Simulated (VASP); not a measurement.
# Sn (Fd-3m) in VASP: notebook

Runs on Sn. Level: LDA. Tasks: single point.

All numbers are computed with VASP 6.6.1; they aren't measurements. Logs are shortened: lines on timing, memory, paths and dates and some standing lists are left out, and cuts for length are marked.

## 1. The cell of the first run

It takes space group Fd-3m (No. 227, cubic). Conventional cell: a = 6.467 Å, b = 6.467 Å, c = 6.467 Å, α = 90.00°, β = 90.00°, γ = 90.00°. Sn (site symmetry -43m) has 4 Sn at 2.80 Å within 3.7 Å.

## 2. Single point, LDA

Input file INCAR:

```
SYSTEM = Sn
PREC     = Accurate       ! precision mode
ENCUT    = 500            ! plane-wave cutoff, eV
EDIFF    = 1E-6           ! SCF threshold, eV
ISMEAR   = -1             ! smearing method
SIGMA    = 0.05           ! smearing width, eV
LREAL    = .False.        ! projectors in reciprocal space
LASPH    = .True.         ! aspherical terms in the spheres
NELM     = 120            ! most SCF steps
ALGO     = Normal         ! electronic algorithm
ISIF     = 2              ! what is computed and relaxed
LWAVE    = .False.        ! write WAVECAR
LCHARG   = .True.         ! write CHGCAR
LELF     = .True.         ! ELF
LVHAR    = .True.       
NBANDS   = 21             ! bands
GGA_COMPAT= .False.
```

Input file KPOINTS:

```
Automatic mesh
0
Gamma
  5 5 5
  0 0 0
```

Input file POSCAR:

```
Sn
1.0
    0.0000000000      3.2333430000      3.2333430000
    3.2333430000      0.0000000000      3.2333430000
    3.2333430000      3.2333430000      0.0000000000
Sn
2
Direct
    0.0000000000      0.0000000000      0.0000000000
    0.2500000000      0.2500000000      0.2500000000
```

Potentials or basis: VASP PAW LDA potentials, release 64 (Sn_d).

On the command line:

```bash
$ cat potpaw_LDA.64/Sn_d/POTCAR > POTCAR
$ mpirun -np 1 vasp_std > vasp.out
```

OUTCAR:

```text
SYSTEM = Sn
   PREC = Accurate
   ENCUT = 500
   EDIFF = 1E-6
   ISMEAR = -1
   LREAL = .False.
   LASPH = .True.
   NELM = 120
   ISIF = 2

 ion  position               nearest neighbor table
   1  0.000  0.000  0.000-   2 2.80   2 2.80   2 2.80   2 2.80
   2  0.250  0.250  0.250-   1 2.80   1 2.80   1 2.80   1 2.80

  LATTYP: Found a face centered cubic cell.
 ALAT       =     6.4666860000

  Lattice vectors:

 A1 = (   0.0000000000,   3.2333430000,   3.2333430000)
 A2 = (   3.2333430000,   0.0000000000,   3.2333430000)
 A3 = (   3.2333430000,   3.2333430000,   0.0000000000)

Analysis of symmetry for initial positions (statically):
=====================================================================
 Subroutine PRICEL returns:
 Original cell was already a primitive cell.

 Routine SETGRP: Setting up the symmetry group for a
 face centered cubic supercell.

 Subroutine GETGRP returns: Found 48 space group operations
 (whereof 24 operations were pure point group operations)
 out of a pool of 48 trial point group operations.

The static configuration has the point symmetry T_d .
 The point group associated with its full space group is O_h .

Analysis of symmetry for dynamics (positions and initial velocities):
=====================================================================
 Subroutine PRICEL returns:
 Original cell was already a primitive cell.

 Routine SETGRP: Setting up the symmetry group for a
 face centered cubic supercell.

 Subroutine GETGRP returns: Found 48 space group operations
 (whereof 24 operations were pure point group operations)
 out of a pool of 48 trial point group operations.

The dynamic configuration has the point symmetry T_d .
 The point group associated with its full space group is O_h .

 Subroutine INISYM returns: Found 48 space group operations
 (whereof 24 operations are pure point group operations),
 and found     1 'primitive' translations

----------------------------------------------------------------------------------------

                                     Primitive cell

  volume of cell :      67.6060

  direct lattice vectors                    reciprocal lattice vectors
     0.000000000  3.233343000  3.233343000    -0.154638713  0.154638713  0.154638713
     3.233343000  0.000000000  3.233343000     0.154638713 -0.154638713  0.154638713
     3.233343000  3.233343000  0.000000000     0.154638713  0.154638713 -0.154638713

  length of vectors
     4.572637522  4.572637522  4.572637522     0.267842108  0.267842108  0.267842108

  position of ions in fractional coordinates (direct lattice)
     0.000000000  0.000000000  0.000000000
     0.250000000  0.250000000  0.250000000

  ion indices of the primitive-cell ions
   primitive index   ion index
                 1           1
                 2           2

----------------------------------------------------------------------------------------

 KPOINTS: Automatic mesh

Automatic generation of k-mesh.
 Grid dimensions read from file:
 generate k-points for:    5    5    5

 Generating k-lattice:

  Cartesian coordinates                     Fractional coordinates (reciprocal lattice)
    -0.030927743  0.030927743  0.030927743     0.200000000  0.000000000  0.000000000
     0.030927743 -0.030927743  0.030927743     0.000000000  0.200000000  0.000000000
     0.030927743  0.030927743 -0.030927743     0.000000000  0.000000000  0.200000000

  Length of vectors
     0.053568422  0.053568422  0.053568422

  Shift w.r.t. Gamma in fractional coordinates (k-lattice)
     0.000000000  0.000000000  0.000000000

 Subroutine IBZKPT returns following result:
 ===========================================

 Found     10 irreducible k-points:

 Following reciprocal coordinates:
            Coordinates               Weight
  0.000000  0.000000  0.000000      1.000000
  0.200000  0.000000  0.000000      8.000000
  0.400000  0.000000  0.000000      8.000000
  0.200000  0.200000  0.000000      6.000000
  0.400000  0.200000  0.000000     24.000000
 -0.400000  0.200000  0.000000     24.000000
 -0.200000  0.200000  0.000000     12.000000
  0.400000  0.400000  0.000000      6.000000
 -0.400000  0.400000  0.000000     12.000000
 -0.400000  0.400000  0.200000     24.000000
   k-points           NKPTS =     10   k-points in BZ     NKDIM =     10   number of bands    NBANDS=     21
   number of dos      NEDOS =    301   number of ions     NIONS =      2
   total plane-waves  NPLWV =  46656
   dimension x,y,z NGX =    36 NGY =   36 NGZ =   36
   dimension x,y,z NGXF=    72 NGYF=   72 NGZF=   72
   ions per type =               2
   NGX,Y,Z   is equivalent  to a cutoff of  13.09, 13.09, 13.09 a.u.
   NGXF,Y,Z  is equivalent  to a cutoff of  26.18, 26.18, 26.18 a.u.
 SYSTEM =  Sn
   PREC   = accura    normal or accurate (medium, high low for compatibility)
   ISTART =      0    job   : 0-new  1-cont  2-samecut
   ICHARG =      2    charge: 1-file 2-atom 10-const
   ISPIN  =      1    spin polarized calculation?
   LNONCOLLINEAR =      F non collinear calculations
   LSORBIT =      F    spin-orbit coupling
   LASPH  =      T    aspherical Exc in radial PAW
   ENCUT  =  500.0 eV  36.75 Ry    6.06 a.u.   8.34  8.34  8.34*2*pi/ulx,y,z
   NELM   =    120;   NELMIN=  2; NELMDL= -5     # of ELM steps
   EDIFF  = 0.1E-05   stopping-criterion for ELM
   LREAL  =      F    real-space projection
   EDIFFG = 0.1E-04   stopping-criterion for IOM
   NSW    =      0    number of steps for IOM
   IBRION =     -1    ionic relax: 0-MD 1-quasi-New 2-CG
   NFREE  =      0    steps in history (QN), initial steepest desc. (CG)
   ISIF   =      2    stress and relaxation
   ISYM   =      2    0-nonsym 1-usesym 2-fastsym
   POTIM  = 0.5000    time-step for ionic-motion
   TEBEG  =    0.0;   TEEND  =   0.0 temperature during run
   PSTRESS=    0.0 pullay stress
   NELECT =      28.0000    total number of electrons
   NUPDOWN=      -1.0000    fix difference up-down
   EMIN   =  10.00;   EMAX   =-10.00  energy-range for DOS
   EFERMI =   0.00;   METHOD = LEGACY
   ISMEAR =    -1;   SIGMA  =   0.05  broadening in eV -4-tet -1-fermi 0-gaus
   EFERMI_NEDOS =   21; number of points for ismear=-14 and -15
   IALGO  =     38    algorithm
   IMIX   =      4    mixing-type and parameters
     AMIX     =   0.40;   BMIX     =  1.00
     AMIX_MAG =   1.60;   BMIX_MAG =  1.00
  volume/ion in A,a.u.               =      33.80       228.11
  Fermi-wavevector in a.u.,A,eV,Ry     =   1.220298  2.306028 20.260790  1.489126
  Thomas-Fermi vector in A             =   2.355520
   LORBIT       =      0    0 simple, 1 ext, 2 COOP (PROOUT), +10 PAW based schemes
   GGA     = CA    functional components
   LHFCALC =     F    Hartree Fock is set to
   AEXX    =    0.0000 exact exchange contribution
   IVDW    =     0    specifies the selected vdW correction
   LEPSILON=     F    determine dielectric tensor
   LRPA    =     F    only Hartree local field effects (RPA)
 non-spin polarized calculation
  energy-cutoff  :      500.00
  volume of cell :       67.61
 maximum number of plane-waves:      1759
 NGX is ok and might be reduce to    36
   NGX = 17   NGY = 17   NGZ = 17

 number of electron      28.0000008 magnetization

 Free energy of the ion-electron system (eV)
  ---------------------------------------------------
  ext. energy  EPLUGINS =         0.00000000
  ---------------------------------------------------
  free energy    TOTEN  =        -8.86278071 eV

  energy without entropy =       -8.85887475  energy(sigma->0) =       -8.86082773

 E-fermi :   5.4150     XC(G=0):  -9.2335

 val. band max:        4.9986406210   @ k =   0.2000   0.0000   0.0000
 cond. band min:       5.4734306556   @ k =   0.4000   0.0000   0.0000
 fundamental gap:      0.4747900346
 Fermi energy:         5.4150048456

 k-point     1 :       0.0000    0.0000    0.0000
  band No.  band energies     occupation
      1     -16.1354      2.00000
      2     -16.1354      2.00000
      3     -16.1354      2.00000
      4     -16.0728      2.00000
      5     -16.0728      2.00000
      6     -15.7514      2.00000
[... 13 lines left out ...]
     20      13.5520      0.00000
     21      13.5520      0.00000

 k-point     2 :       0.2000    0.0000    0.0000
  band No.  band energies     occupation
      1     -16.1564      2.00000
      2     -16.1564      2.00000
      3     -16.1262      2.00000
      4     -16.0412      2.00000
      5     -16.0412      2.00000
      6     -15.7882      2.00000
[... 13 lines left out ...]
     20      12.3516      0.00000
     21      12.3516      0.00000

 k-point     3 :       0.4000    0.0000    0.0000
  band No.  band energies     occupation
      1     -16.1714      2.00000
      2     -16.1714      2.00000
      3     -16.1105      2.00000
      4     -16.0128      2.00000
      5     -16.0128      2.00000
      6     -15.8103      2.00000
[... 13 lines left out ...]
     20      13.4766      0.00000
     21      13.4766      0.00000

 k-point     4 :       0.2000    0.2000    0.0000
  band No.  band energies     occupation
      1     -16.1557      2.00000
      2     -16.1557      2.00000
      3     -16.1437      2.00000
      4     -16.0403      2.00000
      5     -16.0021      2.00000
      6     -15.8524      2.00000
[... 13 lines left out ...]
     20      12.5184      0.00000
     21      13.9955      0.00000

 k-point     5 :       0.4000    0.2000    0.0000
  band No.  band energies     occupation
      1     -16.1897      2.00000
      2     -16.1736      2.00000
      3     -16.1013      2.00000
      4     -16.0016      2.00000
      5     -15.9615      2.00000
      6     -15.8928      2.00000
[... 13 lines left out ...]
     20      13.6576      0.00000
     21      14.5024      0.00000

 k-point     6 :      -0.4000    0.2000    0.0000
  band No.  band energies     occupation
      1     -16.2026      2.00000
      2     -16.1837      2.00000
      3     -16.0651      2.00000
      4     -15.9836      2.00000
      5     -15.9713      2.00000
      6     -15.8596      2.00000
[... 13 lines left out ...]
     20      13.1555      0.00000
     21      13.8623      0.00000

 k-point     7 :      -0.2000    0.2000    0.0000
  band No.  band energies     occupation
      1     -16.1797      2.00000
      2     -16.1781      2.00000
      3     -16.0939      2.00000
      4     -16.0245      2.00000
      5     -15.9922      2.00000
      6     -15.8387      2.00000
[... 13 lines left out ...]
     20      13.2020      0.00000
     21      13.7932      0.00000

 k-point     8 :       0.4000    0.4000    0.0000
  band No.  band energies     occupation
      1     -16.1841      2.00000
      2     -16.1841      2.00000
      3     -16.0973      2.00000
      4     -15.9877      2.00000
      5     -15.9561      2.00000
      6     -15.8792      2.00000
[... 13 lines left out ...]
     20      15.3404      0.00000
     21      15.4261      0.00000

 k-point     9 :      -0.4000    0.4000    0.0000
  band No.  band energies     occupation
      1     -16.2079      2.00000
      2     -16.1891      2.00000
      3     -16.0472      2.00000
      4     -15.9864      2.00000
      5     -15.9158      2.00000
      6     -15.8974      2.00000
[... 13 lines left out ...]
     20      14.0165      0.00000
     21      16.1217      0.00000

 k-point    10 :      -0.4000    0.4000    0.2000
  band No.  band energies     occupation
      1     -16.2056      2.00000
      2     -16.1974      2.00000
      3     -16.0402      2.00000
      4     -15.9593      2.00000
      5     -15.9419      2.00000
      6     -15.9108      2.00000
[... 13 lines left out ...]
     20      13.9925      0.00000
     21      15.9265      0.00000

------------------------ aborting loop because EDIFF is reached ----------------------------------------

  FORCE on cell =-STRESS in cart. coord.  units (eV):
  Direction    XX          YY          ZZ          XY          YZ          ZX
  --------------------------------------------------------------------------------------
  -------------------------------------------------------------------------------------
  Total        0.1550680      0.1550680      0.1550680      0.0000000      0.0000000      0.0000000
  in kB        3.6749172      3.6749172      3.6749172      0.0000000      0.0000000      0.0000000
  external PRESSURE =       3.6749172 kB  Pullay stress =       0.0000000 kB

 VOLUME and BASIS-vectors are now :
 -----------------------------------------------------------------------------
  energy-cutoff  :      500.00
  volume of cell :       67.61
      direct lattice vectors                 reciprocal lattice vectors
     0.000000000  3.233343000  3.233343000    -0.154638713  0.154638713  0.154638713
     3.233343000  0.000000000  3.233343000     0.154638713 -0.154638713  0.154638713
     3.233343000  3.233343000  0.000000000     0.154638713  0.154638713 -0.154638713

 POSITION                                       TOTAL-FORCE (eV/Angst)
 -----------------------------------------------------------------------------------
      0.00000      0.00000      0.00000        -0.000000     -0.000000     -0.000000
      1.61667      1.61667      1.61667         0.000000      0.000000      0.000000
 -----------------------------------------------------------------------------------
    total drift:                                0.000000      0.000000      0.000000

  FREE ENERGIE OF THE ION-ELECTRON SYSTEM (eV)
  ---------------------------------------------------
  free  energy   TOTEN  =        -8.8627807137 eV

  energy  without entropy=       -8.8588747471  energy(sigma->0) =       -8.86082773
```

Wall time 12 s (1 thread of Intel Xeon 6975P-C (Granite Rapids), shared host); peak memory 0.16 GiB.

What came out:

| Property | Result |
| --- | --- |
| Free energy | -8.8628 eV |
| Pressure | 0.4 GPa |
| Band gap on the k mesh | zero (band 14 reaches 5.58 eV, above the bottom of band 15 at 5.47 eV) |

Levels at points of the mesh, in eV from the Fermi level:
```
           k point  band 12  band 13  band 14  band 15  band 16  band 17
(0.00, 0.00, 0.00)    -0.64     0.17     0.17     0.17     2.22     2.22
```

Caveat: spin-orbit coupling is left out, which moves the levels of the heavy elements.

## 3. Single point, LDA

Input file INCAR:

```
ALGO = Normal
EDIFF = 1E-6
ENCUT = 500
GGA = CA
GGA_COMPAT = False
ISIF = 2
ISMEAR = -1
LASPH = True
LCHARG = False
LREAL = False
LWAVE = False
NBANDS = 21
NELM = 120
PREC = Accurate
SIGMA = 0.025
```

Input file KPOINTS:

```
k-points
0
Gamma
  5 5 5
```

POSCAR is that of step 2.

Potentials or basis: VASP PAW LDA potentials, release 64 (Sn_d).

On the command line:

```bash
$ cat potpaw_LDA.64/Sn_d/POTCAR > POTCAR
$ mpirun -np 1 vasp_std > vasp.out
```

It took 12 s on 1 thread of Intel Xeon 6975P-C (Granite Rapids), shared host; peak memory 0.16 GiB.

The run converged. Its results:

```yaml
Free_energy: -8.8609 eV
Pressure: 0.4 GPa
Band_gap_on_the_k_mesh: zero (band 14 reaches 5.58 eV, above the bottom of band 15 at 5.47 eV)
```

Levels at points of the mesh, in eV from the Fermi level:
| k point | band 10 | band 11 | band 12 | band 13 | band 14 | band 15 | band 16 | band 17 | band 18 | band 19 |
| --- | --- | --- | --- | --- | --- | --- | --- | --- | --- | --- |
| (0.00, 0.00, 0.00) | -21.19 | -10.67 | -0.67 | 0.13 | 0.13 | 0.13 | 2.19 | 2.19 | 2.19 | 4.90 |

Caveat: spin-orbit coupling is left out, which moves the levels of the heavy elements.
